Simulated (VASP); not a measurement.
A run of VASP 6.6.1 is set up as follows.

File INCAR:

```
  PREC = Accurate
  ENCUT = 520
  EDIFF = 1E-7
  ISMEAR = 0
  SIGMA = 0.1
  LREAL = F
  LASPH = T
  NELM = 80
  ALGO = Normal
  ISIF = 2
  LWAVE = F
  LCHARG = T
  GGA = PE
  LELF = T
  LVHAR = T
  NBANDS = 12
```

KPOINTS

```
Automatic mesh
0
Gamma
  10 10 10
```

File POSCAR:

```
B2N
1.0
   -1.1528475689      1.1528475689      3.7097783427
    1.1528475689     -1.1528475689      3.7097783427
    1.1528475689      1.1528475689     -3.7097783427
B N
2 1
Direct
    0.3773625075      0.3773625075      0.0000000000
    0.6226374925      0.6226374925      0.0000000000
    0.0000000000      0.0000000000      0.0000000000
```

Potentials or basis: VASP PAW PBE potentials, release 64 (B, N).

Launch:

```console
$ cat potpaw_PBE.64/B/POTCAR potpaw_PBE.64/N/POTCAR > POTCAR
$ mpirun -np 1 vasp_std > vasp.out
```

Problem. What does it give for the band gap on the k mesh?

Solution. Zero (an odd number of electrons rules out a gap without spin polarisation).

Problem. What does it give for the pressure?

Solution. -0.4 GPa.

Forces in eV/Å, atoms in the order of the input:
```
B    0.000  0.000 -0.021
B    0.000  0.000  0.021
N    0.000  0.000  0.000
```
